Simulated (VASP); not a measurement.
Write the native input for VASP 6.6.1 that does the following.

| Property | Result |
| --- | --- |
| Task | electric field gradients |
| Functional | LDA |
| Potentials or basis | VASP PAW LDA potentials, release 64 (O) |
| Cutoff | 520 eV |
| k mesh | 14 × 14 × 14 |
| Occupations | fermi-dirac, width 0.08 eV |
| Spin | no spin polarisation |
| Dipole correction | no |
| Further INCAR settings | ALGO = Normal; EDIFF = 1e-08; NBANDS = 13 |

The structure of O lies in POSCAR:

```
O
1.0
    0.0000000000      1.9024011595      3.9246578651
    1.5117188064      0.0000000000      3.9246578651
    1.5117188064      1.9024011595      0.0000000000
O
2
Direct
    0.4210980000      0.4210980000      0.5789020000
    0.5789020000      0.5789020000      0.4210980000
```

One way to write it, as run:

INCAR

```
PREC     = Accurate       # precision mode
ENCUT    = 520            # plane-wave cutoff, eV
EDIFF    = 1E-8           # SCF threshold, eV
ISMEAR   = -1             # smearing method
SIGMA    = 0.08           # smearing width, eV
LREAL    = F              # projectors in reciprocal space
LASPH    = T              # aspherical terms in the spheres
NELM     = 80             # most SCF steps
ALGO     = Normal         # electronic algorithm
ISIF     = 2              # what is computed and relaxed
LWAVE    = F              # write WAVECAR
LCHARG   = F              # write CHGCAR
LEFG     = T            
NBANDS   = 13             # bands
```

KPOINTS

```
regular mesh
0
Gamma
  14 14 14
```

Potentials or basis: VASP PAW LDA potentials, release 64 (O).

The run is started by

```sh
$ cat potpaw_LDA.64/O/POTCAR > POTCAR
$ mpirun -np 1 vasp_std > vasp.out
```

Results of the run:

```json
{
  "Pressure": "-10.0 GPa",
  "Largest force": "1.427 eV/Å",
  "Band gap on the k mesh": "zero (bands 6 and 7 overlap by 1.99 eV)",
  "Largest electric field gradient by atom": "O +132.5 V/Å²"
}
```

Caveat: the standard files for N, O and F lose accuracy on very short bonds; spin is off for a triplet molecule; the stress differs along the axes, from -14 to -6 GPa; without QUAD_EFG the Cq values of the log hold for a quadrupole moment of 1 mb, not for the nuclei; forces of over 1 eV/Å act on the atoms, so gaps and moduli don't describe the material at rest.

Run time: 2.1 min on 1 thread of Oxide Virtual Turin-like Processor, on a shared host, peak memory 0.17 GiB.
